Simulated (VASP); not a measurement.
# BeTe (F-43m) in VASP: a series of runs

Aim: see how the results for BeTe move with the level of theory and the settings. Levels: RPBE+D4, PBE exchange alone, PBE, LDA. Tasks: single point.

All numbers are computed with VASP 6.6.1; they aren't measurements. Logs are shortened: lines on timing, memory, paths and dates and some standing lists are left out, and cuts for length are marked.

**1. The cell of the first run**

It takes space group F-43m (No. 216, cubic). The conventional cell has a = 5.577 Å, b = 5.577 Å, c = 5.577 Å, α = 90.00°, β = 90.00°, γ = 90.00°. Te (site symmetry -43m) has 4 Be at 2.41 Å within 3.2 Å. Within 3.2 Å of Be (site symmetry -43m) lie 4 Te at 2.41 Å.

**2. Single point, RPBE+D4**

The input, INCAR:

```
SYSTEM = BeTe
ALGO     = Normal         ! electronic algorithm
EDIFF    = 1E-6           ! SCF threshold, eV
ENCUT    = 520            ! plane-wave cutoff, eV
GGA      = RP             ! functional
ISIF     = 2              ! what is computed and relaxed
ISMEAR   = -1             ! smearing method
IVDW     = 13             ! dispersion correction
LASPH    = .True.         ! aspherical terms in the spheres
LCHARG   = .False.        ! write CHGCAR
LREAL    = .False.        ! projectors in reciprocal space
LWAVE    = .False.        ! write WAVECAR
NBANDS   = 11             ! bands
NELM     = 60             ! most SCF steps
PREC     = Accurate       ! precision mode
SIGMA    = 0.05           ! smearing width, eV
```

The input, KPOINTS:

```
k-points
0
Gamma
  8 8 8
  0 0 0
```

The input, POSCAR:

```
BeTe
1.0
    0.0000000000      2.7883449055      2.7883449055
    2.7883449055      0.0000000000      2.7883449055
    2.7883449055      2.7883449055      0.0000000000
Te Be
1 1
Direct
    0.7500000000      0.7500000000      0.7500000000
    0.0000000000      0.0000000000      0.0000000000
```

Potentials or basis: VASP PAW PBE potentials, release 64 (Te, Be).

Run with:

```console
$ cat potpaw_PBE.64/Te/POTCAR potpaw_PBE.64/Be/POTCAR > POTCAR
$ mpirun -np 1 vasp_std > vasp.out
```

OUTCAR:

```text
SYSTEM = BeTe
   EDIFF = 1E-6
   ENCUT = 520
   GGA = RP
   ISIF = 2
   ISMEAR = -1
   IVDW = 13
   LASPH = .True.
   LREAL = .False.
   NELM = 60
   PREC = Accurate

 ion  position               nearest neighbor table
   1  0.750  0.750  0.750-   2 2.41   2 2.41   2 2.41   2 2.41
   2  0.000  0.000  0.000-   1 2.41   1 2.41   1 2.41   1 2.41

  LATTYP: Found a face centered cubic cell.
 ALAT       =     5.5766898110

  Lattice vectors:

 A1 = (   0.0000000000,   2.7883449055,   2.7883449055)
 A2 = (   2.7883449055,   0.0000000000,   2.7883449055)
 A3 = (   2.7883449055,   2.7883449055,   0.0000000000)

Analysis of symmetry for initial positions (statically):
=====================================================================
 Subroutine PRICEL returns:
 Original cell was already a primitive cell.

 Routine SETGRP: Setting up the symmetry group for a
 face centered cubic supercell.

 Subroutine GETGRP returns: Found 24 space group operations
 (whereof 24 operations were pure point group operations)
 out of a pool of 48 trial point group operations.

The static configuration has the point symmetry T_d .

Analysis of symmetry for dynamics (positions and initial velocities):
=====================================================================
 Subroutine PRICEL returns:
 Original cell was already a primitive cell.

 Routine SETGRP: Setting up the symmetry group for a
 face centered cubic supercell.

 Subroutine GETGRP returns: Found 24 space group operations
 (whereof 24 operations were pure point group operations)
 out of a pool of 48 trial point group operations.

The dynamic configuration has the point symmetry T_d .

 Subroutine INISYM returns: Found 24 space group operations
 (whereof 24 operations are pure point group operations),
 and found     1 'primitive' translations

----------------------------------------------------------------------------------------

                                     Primitive cell

  volume of cell :      43.3580

  direct lattice vectors                    reciprocal lattice vectors
     0.000000000  2.788344905  2.788344905    -0.179317845  0.179317845  0.179317845
     2.788344905  0.000000000  2.788344905     0.179317845 -0.179317845  0.179317845
     2.788344905  2.788344905  0.000000000     0.179317845  0.179317845 -0.179317845

  length of vectors
     3.943315182  3.943315182  3.943315182     0.310587619  0.310587619  0.310587619

  position of ions in fractional coordinates (direct lattice)
     0.750000000  0.750000000  0.750000000
     0.000000000  0.000000000  0.000000000

  ion indices of the primitive-cell ions
   primitive index   ion index
                 1           1
                 2           2

[... 85 lines left out ...]
   EFERMI =   0.00;   METHOD = LEGACY
   ISMEAR =    -1;   SIGMA  =   0.05  broadening in eV -4-tet -1-fermi 0-gaus
   EFERMI_NEDOS =   21; number of points for ismear=-14 and -15
   IALGO  =     38    algorithm
   IMIX   =      4    mixing-type and parameters
     AMIX     =   0.40;   BMIX     =  1.00
     AMIX_MAG =   1.60;   BMIX_MAG =  1.00
  volume/ion in A,a.u.               =      21.68       146.30
  Fermi-wavevector in a.u.,A,eV,Ry     =   0.931998  1.761221 11.818297  0.868620
  Thomas-Fermi vector in A             =   2.058550
   LORBIT       =      0    0 simple, 1 ext, 2 COOP (PROOUT), +10 PAW based schemes
   GGA     = RP    functional components
   LHFCALC =     F    Hartree Fock is set to
   AEXX    =    0.0000 exact exchange contribution
   IVDW    =    13    specifies the selected vdW correction
   LEPSILON=     F    determine dielectric tensor
   LRPA    =     F    only Hartree local field effects (RPA)
 non-spin polarized calculation
  energy-cutoff  :      520.00
  volume of cell :       43.36
 maximum number of plane-waves:      1211
 NGX is ok and might be reduce to    30
   NGX = 15   NGY = 15   NGZ = 15

 number of electron       7.9999999 magnetization

 Free energy of the ion-electron system (eV)
  ---------------------------------------------------
  ext. energy  EPLUGINS =         0.00000000
  ---------------------------------------------------
  free energy    TOTEN  =        -6.99892290 eV

  energy without entropy =       -6.99892290  energy(sigma->0) =       -6.99892290

 E-fermi :   6.5418     XC(G=0):  -9.0684

 val. band max:        5.5212555251   @ k =   0.0000   0.0000   0.0000
 cond. band min:       7.5089163427   @ k =   0.5000   0.5000   0.0000
 fundamental gap:      1.9876608176
 Fermi energy:         6.5418051779

 k-point     1 :       0.0000    0.0000    0.0000
  band No.  band energies     occupation
      1      -6.9548      2.00000
      2       5.5213      2.00000
      3       5.5213      2.00000
      4       5.5213      2.00000
      5       9.1279      0.00000
      6       9.1279      0.00000
      7       9.1279      0.00000
      8       9.6507      0.00000
      9      14.0203      0.00000
     10      15.7901      0.00000
     11      15.7901      0.00000
[... 309 lines left out ...]
 k-point    24 :      -0.3750    0.2500    0.1250
  band No.  band energies     occupation
      1      -5.2771      2.00000
      2       0.2364      2.00000
      3       2.5262      2.00000
      4       3.5358      2.00000
      5       9.7733      0.00000
      6       9.9810      0.00000
      7      12.3124      0.00000
      8      13.4263      0.00000
      9      14.1556      0.00000
     10      17.2316      0.00000
     11      17.6291      0.00000

 [... further k-points ...]

------------------------ aborting loop because EDIFF is reached ----------------------------------------

  DFT-D4 for vdW energy calculation

  Edisp (eV):   -1.26601

  FORCE on cell =-STRESS in cart. coord.  units (eV):
  Direction    XX          YY          ZZ          XY          YZ          ZX
  --------------------------------------------------------------------------------------
  -------------------------------------------------------------------------------------
  Total      -0.12277    -0.12277    -0.12277     0.00000     0.00000     0.00000
  in kB      -4.53664    -4.53664    -4.53664     0.00000     0.00000     0.00000
  external pressure =       -4.54 kB  Pullay stress =        0.00 kB

 VOLUME and BASIS-vectors are now :
 -----------------------------------------------------------------------------
  energy-cutoff  :      520.00
  volume of cell :       43.36
      direct lattice vectors                 reciprocal lattice vectors
     0.000000000  2.788344905  2.788344905    -0.179317845  0.179317845  0.179317845
     2.788344905  0.000000000  2.788344905     0.179317845 -0.179317845  0.179317845
     2.788344905  2.788344905  0.000000000     0.179317845  0.179317845 -0.179317845

 POSITION                                       TOTAL-FORCE (eV/Angst)
 -----------------------------------------------------------------------------------
      4.18252      4.18252      4.18252        -0.000000     -0.000000     -0.000000
      0.00000      0.00000      0.00000         0.000000      0.000000      0.000000
 -----------------------------------------------------------------------------------
    total drift:                               -0.000000     -0.000000     -0.000000

  FREE ENERGIE OF THE ION-ELECTRON SYSTEM (eV)
  ---------------------------------------------------
  free  energy   TOTEN  =        -8.2649343256 eV

  energy  without entropy=       -8.2649343255  energy(sigma->0) =       -8.26493433
```

stdout:

```text
POSCAR found type information on POSCAR TeBe
 POSCAR found :  2 types and       2 ions
 scaLAPACK will be used
 -----------------------------------------------------------------------------
|                                                                             |
|                                                                             |
|     You enforced a specific xc type in the INCAR file but a different       |
|     I HOPE YOU KNOW WHAT YOU ARE DOING!                                     |
|                                                                             |
 -----------------------------------------------------------------------------

 LDA part: xc-table for (Slater+PW92), standard interpolation
 POSCAR, INCAR and KPOINTS ok, starting setup
 FFT: planning ... GRIDC
 FFT: planning ... GRID_SOFT
 FFT: planning ... GRID
 WAVECAR not read
 entering main loop
```

Wall time 29 s (1 thread of Intel Xeon 8259CL, shared host); peak memory 0.17 GiB.

Results:

```yaml
Free_energy: -8.2649 eV
Pressure: -0.5 GPa
Band_gap_on_the_k_mesh: 1.99 eV, indirect (least direct gap 3.61 eV)
Dispersion_energy_per_atom: -0.633 eV
```

Caveat: the PAW data sets were made with another functional, which shifts forces and pressure a little; spin-orbit coupling is left out, which moves the levels of the heavy elements.

[end of part 1 of 2]
